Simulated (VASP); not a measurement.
Input of a VASP 6.6.1 run:

INCAR

```
PREC     = Accurate       # precision mode
ENCUT    = 520            # plane-wave cutoff, eV
EDIFF    = 1E-7           # SCF threshold, eV
ISMEAR   = 0              # smearing method
SIGMA    = 0.05           # smearing width, eV
LREAL    = False          # projectors in reciprocal space
LASPH    = True           # aspherical terms in the spheres
NELM     = 100            # most SCF steps
ALGO     = Normal         # electronic algorithm
ISIF     = 2              # what is computed and relaxed
LWAVE    = False          # write WAVECAR
LCHARG   = True           # write CHGCAR
GGA      = PE             # functional
LELF     = True           # ELF
LVHAR    = True         
NBANDS   = 18             # bands
```

File KPOINTS:

```
regular mesh
0
Gamma
  10 10 10
```

POSCAR

```
Si2Mo
1.0
   -1.6018812136      1.6018812136      3.9212716889
    1.6018812136     -1.6018812136      3.9212716889
    1.6018812136      1.6018812136     -3.9212716889
Si Mo
2 1
Direct
    0.3351230337      0.3351230337      0.0000000000
    0.6648769663      0.6648769663      0.0000000000
    0.0000000000      0.0000000000      0.0000000000
```

Potentials or basis: VASP PAW PBE potentials, release 64 (Si, Mo_sv).

Run with:

```sh
$ cat potpaw_PBE.64/Si/POTCAR potpaw_PBE.64/Mo_sv/POTCAR > POTCAR
$ mpirun -np 1 vasp_std > vasp.out
```

Predict the band gap on the k mesh.

zero (bands 11 and 12 overlap by 0.94 eV).

Estimate the pressure.

2.7 GPa.

Forces on the atoms (eV/Å):
```
Si   0.000  0.000 -0.005
Si   0.000  0.000  0.005
Mo   0.000  0.000  0.000
```
